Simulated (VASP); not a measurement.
A run of VASP 6.6.1:

File INCAR:

```
SYSTEM = Ti2CuSb3
PREC = Accurate ; ENCUT = 520
EDIFF = 1E-6 ; ISMEAR = 0
SIGMA = 0.1 ; LREAL = .FALSE.
LASPH = .TRUE. ; NELM = 60
ALGO = Normal ; ISIF = 2
LWAVE = .FALSE. ; LCHARG = .TRUE.
GGA = PS ; LELF = .TRUE.
LVHAR = .TRUE. ; NBANDS = 34
```

KPOINTS

```
Automatic mesh
0
G
  10 10 6
  0 0 0
```

POSCAR

```
Ti2CuSb3
1.0
    3.5237981016      0.0000000000      0.0000000000
    0.0000000000      3.5237981016      0.0000000000
    0.0000000000      0.0000000000      7.6811423475
Ti Cu Sb
2 1 3
Direct
    0.0000000000      0.5000000000      0.7376190085
    0.5000000000      0.0000000000      0.2623809915
    0.0000000000      0.0000000000      0.0000000000
    0.0000000000      0.5000000000      0.3772643486
    0.5000000000      0.0000000000      0.6227356514
    0.5000000000      0.5000000000      0.0000000000
```

Potentials or basis: VASP PAW PBE potentials, release 64 (Ti_sv, Cu, Sb).

Run with:

```console
$ cat potpaw_PBE.64/Ti_sv/POTCAR potpaw_PBE.64/Cu/POTCAR potpaw_PBE.64/Sb/POTCAR > POTCAR
$ mpirun -np 1 vasp_std > vasp.out
```

Hardware: 1 thread of Intel(R) Xeon(R) Platinum 8559C (Emerald Rapids), with other jobs on the host.

Task: How long does it take, and how much memory?

Result: It took 3.6 min on 1 thread of Intel(R) Xeon(R) Platinum 8559C (Emerald Rapids) (shared host), peak memory 0.39 GiB. Counts: scf iterations 15, k points 84.
